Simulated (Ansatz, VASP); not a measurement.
One calculation of MoS2, two programs

```xyz
42
Lattice="-1.5921 -8.2730 0.0000 7.9607 2.7577 0.0000 0.0000 0.0000 12.9904" Properties=species:S:1:pos:R:3 pbc="T T T"
Mo    1.5921   -4.5961    3.2476
Mo    4.7764   -4.5961    3.2476
Mo    3.1843   -1.8384    3.2476
Mo    0.0000   -7.3538    3.2476
Mo    6.3685   -1.8384    3.2476
Mo    4.7764    0.9192    3.2476
Mo    0.0000   -1.8384    3.2476
Mo    0.0000   -3.6769    9.7428
Mo    3.1843   -3.6769    9.7428
Mo    1.5921   -0.9192    9.7428
Mo    6.3685   -3.6769    9.7428
Mo    4.7764   -0.9192    9.7428
Mo    1.5921   -6.4345    9.7428
Mo    6.3685    1.8384    9.7428
S     1.5921   -4.5961    8.1901
S     4.7764   -4.5961    8.1901
S     3.1843   -1.8384    8.1901
S     0.0000   -7.3538    8.1901
S     6.3685   -1.8384    8.1901
S     4.7764    0.9192    8.1901
S     0.0000   -1.8384    8.1901
S     0.0000   -3.6769    4.8003
S     3.1843   -3.6769    4.8003
S     1.5921   -0.9192    4.8003
S     6.3685   -3.6769    4.8003
S     4.7764   -0.9192    4.8003
S     1.5921   -6.4345    4.8003
S     6.3685    1.8384    4.8003
S     1.5921   -4.5961   11.2955
S     4.7764   -4.5961   11.2955
S     3.1843   -1.8384   11.2955
S     0.0000   -7.3538   11.2955
S     6.3685   -1.8384   11.2955
S     4.7764    0.9192   11.2955
S     0.0000   -1.8384   11.2955
S     0.0000   -3.6769    1.6949
S     3.1843   -3.6769    1.6949
S     1.5921   -0.9192    1.6949
S     6.3685   -3.6769    1.6949
S     4.7764   -0.9192    1.6949
S     1.5921   -6.4345    1.6949
S     6.3685    1.8384    1.6949
```

Alike in both runs: task single point; functional r2SCAN; k mesh 2 × 2 × 2; occupations gaussian, width 0.01 eV; no spin polarisation.

|  | VASP | Ansatz |
| --- | --- | --- |
| version | VASP 6.6.1 | Ansatz 0.2.0 |
| potentials or method | VASP PAW PBE potentials, release 64 (Mo_sv, S), cutoff 550 eV | scalar-relativistic, plane waves, PAW |
| valence electrons in the cell | 364 | 364 |

|  | VASP | Ansatz | Ansatz less VASP |
| --- | --- | --- | --- |
| gap on the k mesh at the Fermi level (eV) | 1.48 | 1.46 | -0.012 |
| least direct gap on the mesh (eV) | 1.48 | 1.46 | -0.012 |
| pressure (GPa) | 0.1 | 0.0 | -0.05 |
| traceless stress, the component that is largest in VASP (GPa) | -0.07 | -0.01 | +0.060 |
| rms of the force components (eV/Å) | 0.004 | 0.002 | -0.0018 |

VASP's potentials were made for PBE, not for r2SCAN. Atom by atom the forces differ by 0.002 eV/Å (rms over components). With one functional, cell and mesh, what is left measures potentials, basis and numerics.

The k mesh is coarse, so the values compare programs but aren't converged.
